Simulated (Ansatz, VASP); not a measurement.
One calculation of C, two programs

```
C
1.0
     1.22805   -2.12706    0.00000
     1.22805    2.12706    0.00000
     0.00000    0.00000    7.17327
C
4
Cartesian
  1.2280 1.7724 5.4025
  1.2280 -0.3547 1.7708
  1.2280 -1.7724 1.7708
  1.2280 0.3547 5.4025
```

Alike in both runs: task single point; functional PBEsol; k mesh 5 × 5 × 2; no spin polarisation.

|  | VASP | Ansatz |
| --- | --- | --- |
| version | VASP 6.6.1 | Ansatz 0.2.0 |
| potentials or method | VASP PAW PBE potentials, release 64 (C) | plane waves, PAW |
| plane-wave cutoff (eV) | 520 | 420 |
| occupations | methfessel-paxton of order 1, width 0.1 eV | cold, width 0.1 eV |
| valence electrons in the cell | 16 | 16 |

VASP gave:

- pressure (GPa): 1.8
- traceless stress, the component that is largest in VASP (GPa): -1.76

Question: Estimate Ansatz's values.

Answer: Pressure (GPa): 1.2; traceless stress, the component that is largest in VASP (GPa): -1.05.

VASP's potentials were made for PBE, not for PBEsol.

The k mesh is coarse, so the values compare programs but aren't converged.
